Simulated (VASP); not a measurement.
# TiAl3: single point with PBEsol

Crystal: TiAl3.

```
Ti Al
1.0
     4.02731    0.00000    0.00000
     0.00000    4.02731    0.00000
     0.00000    0.00000    3.89407
Ti Al
1 3
Direct
  0.00000 0.00000 0.00000
  0.50000 0.50000 0.00000
  0.50000 0.00000 0.50000
  0.00000 0.50000 0.50000
```

This cell differs from its parent crystal: biaxial strain in the a-b plane: +2.0 %, then relaxed in part.

| Quantity | Value |
| --- | --- |
| Program | VASP 6.6.1 |
| Task | single point |
| Functional | PBEsol |
| Potentials or basis | VASP PAW PBE potentials, release 64 (Ti_sv, Al) |
| Cutoff | 520 eV |
| k mesh | 14 × 14 × 14 |
| Occupations | gaussian, width 0.1 eV |
| Spin | no spin polarisation |

- Pressure: -2.5 GPa
- Band gap on the k mesh: zero (an odd number of electrons rules out a gap without spin polarisation)

Stress tensor (GPa, compression positive):
```
-3.87  0.00  0.00
 0.00 -3.87  0.00
 0.00  0.00  0.10
```

Levels at points of the mesh, in eV from the Fermi level:
| k point | band 6 | band 7 | band 8 | band 9 | band 10 | band 11 | band 12 | band 13 | band 14 | band 15 |
| --- | --- | --- | --- | --- | --- | --- | --- | --- | --- | --- |
| (0.00, 0.00, 0.00) | -3.22 | -2.92 | -2.31 | -2.31 | -1.80 | 0.09 | 0.18 | 0.18 | 0.70 | 3.89 |
| (0.50, 0.00, 0.00) | -7.95 | -2.36 | -2.12 | -2.00 | 0.40 | 0.55 | 0.80 | 0.81 | 1.02 | 1.53 |
| (0.50, 0.50, 0.00) | -6.20 | -6.20 | -5.00 | -1.10 | -1.10 | 0.75 | 0.79 | 1.00 | 1.33 | 3.80 |
| (0.00, 0.00, 0.50) | -7.85 | -2.31 | -2.31 | -2.21 | 0.37 | 0.61 | 0.61 | 0.98 | 1.11 | 1.11 |
| (0.50, 0.00, 0.50) | -6.07 | -5.99 | -4.98 | -1.35 | -1.26 | 0.51 | 0.82 | 1.00 | 1.21 | 3.30 |
| (0.50, 0.50, 0.50) | -5.12 | -5.09 | -4.91 | -3.51 | -3.51 | -3.37 | 0.12 | 1.08 | 1.27 | 2.64 |

Wall time 6.4 min on 1 thread of AMD EPYC 9R45 96-Core Processor (Zen 5), with other jobs on the host, peak memory 0.38 GiB.

Caveat: the cell differs from its parent crystal (biaxial strain in the a-b plane: +2.0 %, then relaxed in part); the PAW data sets were made with another functional, which shifts forces and pressure a little.
